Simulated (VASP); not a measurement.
Crystal: B.

```
B
1.0
     3.83976    0.00000    0.00000
     0.00000    3.83976    0.00000
     0.00000    0.00000    3.83976
B
8
Direct
  0.50000 0.50000 0.50000
  0.00000 0.00000 0.00000
  0.25000 0.00000 0.50000
  0.50000 0.25000 0.00000
  0.50000 0.75000 0.00000
  0.75000 0.00000 0.50000
  0.00000 0.50000 0.75000
  0.00000 0.50000 0.25000
```

```yaml
Program: VASP 6.6.1
Task: relaxation of cell and atoms
Functional: PBE
Potentials_or_basis: VASP PAW PBE potentials, release 64 (B)
Cutoff: 600 eV
k_mesh: 4 × 4 × 4
Occupations: gaussian, width 0.1 eV
Spin: no spin polarisation
```

At the start: pressure -23.4 GPa; volume 7.08 Å³/atom.

Task: Where does the relaxation end?

Result: Over 3 steps the energy falls by 74.6 meV/atom and the volume is 6.17 Å³/atom (-12.8 %); space group Pm-3n (No. 223, to 0.1 Å) before and after.

The path:
| step | energy change (eV) | largest force (eV/Å) | pressure (GPa) | volume (Å³) |
| --- | --- | --- | --- | --- |
| 1 | 0.0000 | 0.0000 | -23.43 | 56.61 |
| 2 | -0.5860 | 0.0000 | 4.22 | 48.55 |
| 3 | -0.5969 | 0.0000 | 0.04 | 49.39 |

Final structure:
```
B
1.0
     3.66891    0.00000    0.00000
     0.00000    3.66891    0.00000
     0.00000    0.00000    3.66891
B
8
Direct
  0.50000 0.50000 0.50000
  0.00000 0.00000 0.00000
  0.25000 0.00000 0.50000
  0.50000 0.25000 0.00000
  0.50000 0.75000 0.00000
  0.75000 0.00000 0.50000
  0.00000 0.50000 0.75000
  0.00000 0.50000 0.25000
```

Caveat: the k points lie up to 0.43 Å⁻¹ apart in the final cell, too coarse for converged energies and pressures of a metal.
